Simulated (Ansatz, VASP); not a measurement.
# Two plane-wave programs on YAuS2

```
CELL_PARAMETERS angstrom
4.90037 0.00000 0.00000
0.00000 4.90037 0.00000
0.00000 0.00000 3.50776
ATOMIC_POSITIONS crystal
Y 0.50000 0.50000 0.50000
S 0.50000 0.00000 0.00000
S 0.00000 0.50000 0.00000
Au 0.00000 0.00000 0.00000
```

Alike in both runs: functional PBE; k mesh 4 × 4 × 6; occupations gaussian, width 0.1 eV; no spin polarisation.

Ansatz relaxed the structure, and its values are those at the end. VASP's run is a single point on that final structure, the one shown.

|  | VASP | Ansatz |
| --- | --- | --- |
| version | VASP 6.6.1 | Ansatz 0.2.0 |
| potentials or method | VASP PAW PBE potentials, release 64 (Y_sv, S, Au), cutoff 520 eV | scalar-relativistic, plane waves, PAW |
| valence electrons in the cell | 34 | 42 |

|  | VASP | Ansatz | Ansatz less VASP |
| --- | --- | --- | --- |
| gap on the k mesh at the Fermi level (eV) | none | none | - |
| pressure (GPa) | -0.2 | 0.0 | +0.12 |

A gap of «none» marks a metal or a gap that the smearing closes. The functional is the same, so the differences come from potentials, cutoffs and numerics. VASP's potentials hold 34 valence electrons a cell and Ansatz's 42, so a difference there can come from the potentials and not from the codes.

Spin-orbit coupling is off throughout.
